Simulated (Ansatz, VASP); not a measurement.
**One calculation of TaS2, two programs**

```
S Ta
1.0
     3.38060    0.00000    0.00000
    -1.69030    2.92769    0.00000
     0.00000    0.00000   12.06184
S Ta
2 1
Direct
  0.66667 0.33333 0.37308
  0.33333 0.66667 0.62692
  0.00000 0.00000 0.50000
```

Alike in both runs: task single point; functional PBE; k mesh 12 × 12 × 1; occupations gaussian, width 0.05 eV; no spin polarisation.

```csv
,VASP,Ansatz
version,VASP 6.6.1,Ansatz 0.2.0
potentials or method,"VASP PAW PBE potentials, release 64 (S, Ta_pv), cutoff 400 eV","plane-wave PAW, scalar-relativistic"
valence electrons in the cell,23,25
```

Ansatz gave:

| Item | Value |
| --- | --- |
| rms of the force components (eV/Å) | 0.000 |

Task: Which values does VASP return?

Result: rms of the force components (eV/Å): 0.005.

With one functional, cell and mesh, what is left measures potentials, basis and numerics. VASP's potentials hold 23 valence electrons a cell and Ansatz's 25, so a difference there can come from the potentials and not from the codes. Ansatz's warnings: vacuum density over bound.

Neither program's run includes spin-orbit coupling.
